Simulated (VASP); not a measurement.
Write the native input for VASP 6.6.1 that does the following.

| Quantity | Value |
| --- | --- |
| Task | single point |
| Functional | r2SCAN |
| Potentials or basis | VASP PAW PBE potentials, release 64 (Ni, O) |
| Cutoff | 520 eV |
| k mesh | 22 × 22 × 22 |
| Occupations | gaussian, width 0.1 eV |
| Spin | collinear spin, ferromagnetic start |
| Starting moments | [1.67, 0.56] μB |
| Dipole correction | no |
| Further INCAR settings | ALGO = Normal; EDIFF = 1e-06; NBANDS = 19 |

The system is NiO.

```xyz
2
Lattice="2.5876 0.0000 0.0000 0.0000 2.5876 0.0000 0.0000 0.0000 2.5876" Properties=species:S:1:pos:R:3 pbc="T T T"
Ni    0.0000    0.0000    0.0000
O     1.2938    1.2938    1.2938
```

One way to write it, as run:

POSCAR

```
NiO
1.0
    2.5875933767      0.0000000000      0.0000000000
    0.0000000000      2.5875933767      0.0000000000
    0.0000000000      0.0000000000      2.5875933767
Ni O
1 1
Direct
    0.0000000000      0.0000000000      0.0000000000
    0.5000000000      0.5000000000      0.5000000000
```

INCAR.step1

```
PREC = Accurate
ENCUT = 520
ISMEAR = 0
SIGMA = 0.1
LREAL = False
LASPH = True
NELM = 150
ISPIN = 2
MAGMOM = 1.67 0.56
LMAXMIX = 4
NBANDS = 19
GGA = PE
ALGO = Normal
EDIFF = 1E-4
LWAVE = True
LCHARG = False
```

INCAR.step2

```
PREC = Accurate
ENCUT = 520
EDIFF = 1E-6
ISMEAR = 0
SIGMA = 0.1
LREAL = False
LASPH = True
NELM = 150
ALGO = Normal
ISIF = 2
LWAVE = False
LCHARG = False
ISPIN = 2
MAGMOM = 1.67 0.56
LORBIT = 11
LMAXMIX = 4
METAGGA = R2SCAN
LMIXTAU = True
NBANDS = 19
ISTART = 1
```

KPOINTS

```
Automatic mesh
0
Gamma
  22 22 22
```

Potentials or basis: VASP PAW PBE potentials, release 64 (Ni, O).

The run is started by

```console
$ cat potpaw_PBE.64/Ni/POTCAR potpaw_PBE.64/O/POTCAR > POTCAR
$ cp INCAR.step1 INCAR
$ mpirun -np 1 vasp_std > vasp.out
$ cp INCAR.step2 INCAR
$ mpirun -np 1 vasp_std > vasp.out
```

It gave:

- Pressure: 0.3 GPa
- Band gap on the k mesh: zero (filled and empty bands overlap)
- Net moment: 2.00 μB per cell
- Site moments: Ni +1.48; O +0.49 μB
- Valence electrons inside the program's atomic spheres: Ni 8.93; O 4.96

Caveat: the PAW data sets were made with another functional, which shifts forces and pressure a little; a cell with one magnetic atom can't hold antiferromagnetic order, which such compounds often take; semilocal functionals often make such compounds metallic where correlation or magnetic order opens a gap, which also shifts bond lengths.

Run time: 16 min on 1 thread of AMD EPYC 9755 128-Core Processor (shared host), peak memory 0.24 GiB.
